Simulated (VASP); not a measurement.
The system is Ag.

```
Ag
1.0
     0.00000    2.04500    2.04500
     2.04500    0.00000    2.04500
     2.04500    2.04500    0.00000
Ag
1
Direct
  0.00000 0.00000 0.00000
```

| Property | Result |
| --- | --- |
| Program | VASP 6.6.1 |
| Task | relaxation of cell and atoms |
| Functional | PBE |
| Potentials or basis | VASP PAW PBE potentials, release 64 (Ag) |
| Cutoff | 500 eV |
| k mesh | 10 × 10 × 10 |
| Occupations | fermi-dirac, width 0.05 eV |
| Spin | no spin polarisation |

At the start: pressure 4.5 GPa; volume 17.10 Å³/atom.

**Question.** How do energy, volume and symmetry change on relaxing?

**Answer.** Over 3 steps the energy falls by 10.3 meV/atom and the volume is 17.88 Å³/atom (+4.5 %); space group Fm-3m (No. 225, to 0.1 Å) before and after.

Step by step:
```
step  energy change (eV)  largest force (eV/Å)  pressure (GPa)  volume (Å³)
   1              0.0000                0.0000            4.51        17.10
   2             -0.0074                0.0000           -2.07        18.32
   3             -0.0103                0.0000            0.01        17.88
```

Final structure:
```
Ag
1.0
     0.00000    2.07531    2.07531
     2.07531    0.00000    2.07531
     2.07531    2.07531    0.00000
Ag
1
Cartesian
  0.0000 0.0000 0.0000
```
